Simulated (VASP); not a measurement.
# Ti (C2/m) in VASP: single point with PBEsol

Aim: the single point of Ti with PBEsol.

Program: VASP 6.6.1. These are calculated values, not measurements. Logs are shortened: lines on timing, memory, paths and dates and some standing lists are left out, and cuts for length are marked.

## (1) The cell of the first run

The typed cell holds 1 atom: a = 2.710 Å, b = 2.710 Å, c = 2.823 Å, α = 71.29°, β = 71.29°, γ = 109.47°.

## (2) Single point, PBEsol

The input, INCAR:

```
PREC     = Accurate       # precision mode
ENCUT    = 520            # plane-wave cutoff, eV
EDIFF    = 1E-6           # SCF threshold, eV
ISMEAR   = 0              # smearing method
SIGMA    = 0.1            # smearing width, eV
LREAL    = False          # projectors in reciprocal space
LASPH    = True           # aspherical terms in the spheres
NELM     = 100            # most SCF steps
ALGO     = Normal         # electronic algorithm
ISIF     = 2              # what is computed and relaxed
LWAVE    = False          # write WAVECAR
LCHARG   = False          # write CHGCAR
GGA      = PS             # functional
NBANDS   = 12             # bands
```

The input, KPOINTS:

```
regular mesh
0
Gamma
  13 13 15
```

The input, POSCAR:

```
Ti
1.0
    2.7100588696     -0.0000005127      0.0014017785
   -0.9033534399      2.5550678346      0.0014017785
    0.9045633910      1.2792458156      2.3484583429
Ti
1
Direct
    0.0000000000      0.0000000000      0.0000000000
```

Potentials or basis: VASP PAW PBE potentials, release 64 (Ti_sv).

Run with:

```
$ cat potpaw_PBE.64/Ti_sv/POTCAR > POTCAR
$ mpirun -np 1 vasp_std > vasp.out
```

OUTCAR:

```text
PREC = Accurate
   ENCUT = 520
   EDIFF = 1E-6
   ISMEAR = 0
   LREAL = False
   LASPH = True
   NELM = 100
   ISIF = 2
   GGA = PS

 ion  position               nearest neighbor table
   1  0.000  0.000  0.000-

  LATTYP: Found a base centered monoclinic cell.
 ALAT       =     3.1293068544
 B/A-ratio  =     1.4142135624
 C/A-ratio  =     0.9006636619
 COS(beta)  =    -0.5536561211

  Lattice vectors:

 A1 = (   2.7100588696,  -0.0000005127,   0.0014017785)
 A2 = (  -0.9033534399,   2.5550678346,   0.0014017785)
 A3 = (  -0.9021420387,  -1.2758215063,   2.3456547859)

Analysis of symmetry for initial positions (statically):
=====================================================================
 Subroutine PRICEL returns:
 Original cell was already a primitive cell.

 Routine SETGRP: Setting up the symmetry group for a
 base centered monoclinic supercell.

 Subroutine GETGRP returns: Found  4 space group operations
 (whereof  4 operations were pure point group operations)
 out of a pool of  4 trial point group operations.

The static configuration has the point symmetry C_2h.

Analysis of symmetry for dynamics (positions and initial velocities):
=====================================================================
 Subroutine PRICEL returns:
 Original cell was already a primitive cell.

 Routine SETGRP: Setting up the symmetry group for a
 base centered monoclinic supercell.

 Subroutine GETGRP returns: Found  4 space group operations
 (whereof  4 operations were pure point group operations)
 out of a pool of  4 trial point group operations.

The dynamic configuration has the point symmetry C_2h.

 Subroutine INISYM returns: Found  4 space group operations
 (whereof  4 operations are pure point group operations),
 and found     1 'primitive' translations

----------------------------------------------------------------------------------------

                                     Primitive cell

  volume of cell :      16.2519

  direct lattice vectors                    reciprocal lattice vectors
     2.710058870 -0.000000513  0.001401778     0.369106038  0.130615802 -0.213318464
    -0.903353440  2.555067835  0.001401778     0.000110413  0.391535111 -0.213318464
     0.904563391  1.279245816  2.348458343    -0.000220383 -0.000311668  0.426065914

  length of vectors
     2.710059232  2.710059232  2.823112002     0.445875008  0.445875008  0.426066085

  position of ions in fractional coordinates (direct lattice)
     0.000000000  0.000000000  0.000000000

  ion indices of the primitive-cell ions
   primitive index   ion index
                 1           1

----------------------------------------------------------------------------------------

 KPOINTS: regular mesh

Automatic generation of k-mesh.
 Grid dimensions read from file:
 generate k-points for:   13   13   15

 Generating k-lattice:

  Cartesian coordinates                     Fractional coordinates (reciprocal lattice)
     0.028392772  0.010047369 -0.016409113     0.076923077 -0.000000000  0.000000000
     0.000008493  0.030118085 -0.016409113     0.000000000  0.076923077 -0.000000000
    -0.000014692 -0.000020778  0.028404394     0.000000000 -0.000000000  0.066666667

  Length of vectors
     0.034298078  0.034298078  0.028404406

  Shift w.r.t. Gamma in fractional coordinates (k-lattice)
     0.000000000  0.000000000  0.000000000

 Subroutine IBZKPT returns following result:
 ===========================================

 Found    686 irreducible k-points:

 Following reciprocal coordinates:
            Coordinates               Weight
  0.000000  0.000000  0.000000      1.000000
  0.076923  0.000000  0.000000      4.000000
  0.153846 -0.000000 -0.000000      4.000000
  0.230769 -0.000000  0.000000      4.000000
  0.307692 -0.000000 -0.000000      4.000000
  0.384615 -0.000000 -0.000000      4.000000
[... 16 lines left out ...]
  0.384615  0.153846 -0.000000      4.000000
  0.461538  0.153846  0.000000      4.000000
 [... further k-points ...]
   k-points           NKPTS =    686   k-points in BZ     NKDIM =    686   number of bands    NBANDS=     12
   number of dos      NEDOS =    301   number of ions     NIONS =      1
   total plane-waves  NPLWV =   9600
   dimension x,y,z NGX =    20 NGY =   20 NGZ =   24
   dimension x,y,z NGXF=    40 NGYF=   40 NGZF=   48
   ions per type =               1
   NGX,Y,Z   is equivalent  to a cutoff of  12.27, 12.27, 14.13 a.u.
   NGXF,Y,Z  is equivalent  to a cutoff of  24.54, 24.54, 28.27 a.u.
 SYSTEM =  unknown system
   PREC   = accura    normal or accurate (medium, high low for compatibility)
   ISTART =      0    job   : 0-new  1-cont  2-samecut
   ICHARG =      2    charge: 1-file 2-atom 10-const
   ISPIN  =      1    spin polarized calculation?
   LNONCOLLINEAR =      F non collinear calculations
   LSORBIT =      F    spin-orbit coupling
   LASPH  =      T    aspherical Exc in radial PAW
   ENCUT  =  520.0 eV  38.22 Ry    6.18 a.u.   5.04  5.04  5.25*2*pi/ulx,y,z
   NELM   =    100;   NELMIN=  2; NELMDL= -5     # of ELM steps
   EDIFF  = 0.1E-05   stopping-criterion for ELM
   LREAL  =      F    real-space projection
   EDIFFG = 0.1E-04   stopping-criterion for IOM
   NSW    =      0    number of steps for IOM
   IBRION =     -1    ionic relax: 0-MD 1-quasi-New 2-CG
   NFREE  =      0    steps in history (QN), initial steepest desc. (CG)
   ISIF   =      2    stress and relaxation
   ISYM   =      2    0-nonsym 1-usesym 2-fastsym
   POTIM  = 0.5000    time-step for ionic-motion
   TEBEG  =    0.0;   TEEND  =   0.0 temperature during run
   PSTRESS=    0.0 pullay stress
   NELECT =      12.0000    total number of electrons
   NUPDOWN=      -1.0000    fix difference up-down
   EMIN   =  10.00;   EMAX   =-10.00  energy-range for DOS
   EFERMI =   0.00;   METHOD = LEGACY
   ISMEAR =     0;   SIGMA  =   0.10  broadening in eV -4-tet -1-fermi 0-gaus
   EFERMI_NEDOS =   21; number of points for ismear=-14 and -15
   IALGO  =     38    algorithm
   IMIX   =      4    mixing-type and parameters
     AMIX     =   0.40;   BMIX     =  1.00
     AMIX_MAG =   1.60;   BMIX_MAG =  1.00
  volume/ion in A,a.u.               =      16.25       109.67
  Fermi-wavevector in a.u.,A,eV,Ry     =   1.479678  2.796185 29.789223  2.189446
  Thomas-Fermi vector in A             =   2.593806
   LORBIT       =      0    0 simple, 1 ext, 2 COOP (PROOUT), +10 PAW based schemes
   GGA     = PS    functional components
   LHFCALC =     F    Hartree Fock is set to
   AEXX    =    0.0000 exact exchange contribution
   IVDW    =     0    specifies the selected vdW correction
   LEPSILON=     F    determine dielectric tensor
   LRPA    =     F    only Hartree local field effects (RPA)
 non-spin polarized calculation
 Gauss-broadening in eV      SIGMA  =   0.10
  energy-cutoff  :      520.00
  volume of cell :       16.25
 maximum number of plane-waves:       452
   NGX =  9   NGY =  9   NGZ = 11

 number of electron      12.0000000 magnetization

 Free energy of the ion-electron system (eV)
  ---------------------------------------------------
  ext. energy  EPLUGINS =         0.00000000
  ---------------------------------------------------
  free energy    TOTEN  =        -8.23399283 eV

  energy without entropy =       -8.22391562  energy(sigma->0) =       -8.22895423

 E-fermi :   8.6626     XC(G=0): -11.9506

 val. band max:        8.6621985057   @ k =  -0.3077  -0.3077   0.4667
 cond. band min:       8.6642838768   @ k =   0.0769   0.0769   0.3333
 fundamental gap:      0.0020853711
 Fermi energy:         8.6625760756

 k-point     1 :       0.0000    0.0000    0.0000
  band No.  band energies     occupation
      1     -47.5124      2.00000
      2     -23.4257      2.00000
      3     -23.3687      2.00000
      4     -23.3170      2.00000
      5       2.5755      2.00000
      6       9.4676      0.00000
      7       9.4874      0.00000
      8      10.0951      0.00000
      9      11.5453      0.00000
     10      11.7694      0.00000
     11      25.7387      0.00000
     12      26.9551      0.00000

 k-point     2 :       0.0769    0.0000    0.0000
  band No.  band energies     occupation
      1     -47.5022      2.00000
      2     -23.4471      2.00000
      3     -23.3982      2.00000
      4     -23.3340      2.00000
      5       2.7938      2.00000
      6       9.4097      0.00000
      7       9.5806      0.00000
      8      10.0844      0.00000
      9      11.5126      0.00000
     10      11.6906      0.00000
     11      25.8226      0.00000
     12      26.7321      0.00000

 k-point     3 :       0.1538   -0.0000   -0.0000
  band No.  band energies     occupation
      1     -47.4739      2.00000
      2     -23.5629      2.00000
      3     -23.4509      2.00000
      4     -23.3516      2.00000
      5       3.4149      2.00000
      6       9.1997      0.00000
      7       9.5770      0.00000
      8      10.3225      0.00000
      9      11.3885      0.00000
     10      11.6539      0.00000
     11      25.4571      0.00000
     12      26.0961      0.00000

 k-point     4 :       0.2308   -0.0000    0.0000
  band No.  band energies     occupation
      1     -47.4337      2.00000
      2     -23.7552      2.00000
      3     -23.5064      2.00000
      4     -23.3618      2.00000
      5       4.3242      2.00000
      6       8.8780      0.00231
      7       9.2578      0.00000
      8      10.9885      0.00000
      9      11.3820      0.00000
     10      11.7194      0.00000
     11      23.8702      0.00000
     12      25.1676      0.00000

 k-point     5 :       0.3077   -0.0000   -0.0000
  band No.  band energies     occupation
      1     -47.3908      2.00000
      2     -23.9585      2.00000
      3     -23.5651      2.00000
      4     -23.3683      2.00000
      5       5.2699      2.00000
      6       8.5320      1.93517
      7       9.0605      0.00000
      8      11.5131      0.00000
      9      11.7369      0.00000
     10      11.9542      0.00000
     11      21.7905      0.00000
     12      23.9689      0.00000
[... 228 lines left out ...]
      1     -47.3778      2.00000
      2     -23.9360      2.00000
      3     -23.5764      2.00000
      4     -23.4714      2.00000
      5       5.7451      2.00000
      6       8.5160      1.96181
      7       8.7489      0.22240
      8      11.0973      0.00000
      9      12.1081      0.00000
     10      12.4995      0.00000
     11      22.0139      0.00000
     12      23.1587      0.00000

 k-point    22 :       0.3077    0.1538    0.0000
  band No.  band energies     occupation
      1     -47.3444      2.00000
      2     -24.0573      2.00000
      3     -23.6553      2.00000
      4     -23.4728      2.00000
      5       6.3584      2.00000
      6       8.3133      2.00000
      7       8.8596      0.00533
      8      11.2967      0.00000
      9      12.2274      0.00000
     10      13.4217      0.00000
     11      19.9368      0.00000
     12      22.4261      0.00000

 k-point    23 :       0.3846    0.1538   -0.0000
  band No.  band energies     occupation
      1     -47.3237      2.00000
      2     -24.1411      2.00000
      3     -23.6919      2.00000
      4     -23.4710      2.00000
      5       6.5428      2.00000
      6       8.2169      2.00000
      7       9.1635      0.00000
      8      11.4614      0.00000
      9      12.2785      0.00000
     10      14.2306      0.00000
     11      18.4434      0.00000
     12      22.0131      0.00000

 k-point    24 :       0.4615    0.1538    0.0000
  band No.  band energies     occupation
      1     -47.3207      2.00000
      2     -24.1658      2.00000
      3     -23.6822      2.00000
      4     -23.4664      2.00000
      5       6.5726      2.00000
      6       8.2139      2.00000
      7       9.1258      0.00000
      8      11.5039      0.00000
      9      12.1609      0.00000
     10      14.3653      0.00000
     11      18.4010      0.00000
     12      22.0427      0.00000

 [... further k-points ...]
[... 5 lines left out ...]
  --------------------------------------------------------------------------------------
  -------------------------------------------------------------------------------------
  Total        0.3104471      0.2299575     -0.0241452     -0.1138295      0.0022921      0.0016208
  in kB       30.6051069     22.6701249     -2.3803245    -11.2217591      0.2259672      0.1597826
  external PRESSURE =      16.9649691 kB  Pullay stress =       0.0000000 kB

 VOLUME and BASIS-vectors are now :
 -----------------------------------------------------------------------------
  energy-cutoff  :      520.00
  volume of cell :       16.25
      direct lattice vectors                 reciprocal lattice vectors
     2.710058870 -0.000000513  0.001401778     0.369106038  0.130615802 -0.213318464
    -0.903353440  2.555067835  0.001401778     0.000110413  0.391535111 -0.213318464
     0.904563391  1.279245816  2.348458343    -0.000220383 -0.000311668  0.426065914

 POSITION                                       TOTAL-FORCE (eV/Angst)
 -----------------------------------------------------------------------------------
      0.00000      0.00000      0.00000        -0.000000      0.000000      0.000000
 -----------------------------------------------------------------------------------
    total drift:                                0.000000      0.000000     -0.000000

  FREE ENERGIE OF THE ION-ELECTRON SYSTEM (eV)
  ---------------------------------------------------
  free  energy   TOTEN  =        -8.2339928302 eV

  energy  without entropy=       -8.2239156223  energy(sigma->0) =       -8.22895423
```

It took 2.4 min on 1 thread of Intel Xeon 8259CL, shared host; peak memory 0.24 GiB.

Results:

```
Free energy            : -8.2340 eV
Pressure               : 1.7 GPa
Band gap on the k mesh : zero (bands 6 and 7 overlap by 1.48 eV)
```

Stress tensor (GPa, compression positive):
```
 3.06 -1.12  0.02
-1.12  2.27  0.02
 0.02  0.02 -0.24
```

Caveat: the PAW data sets were made with another functional, which shifts forces and pressure a little.
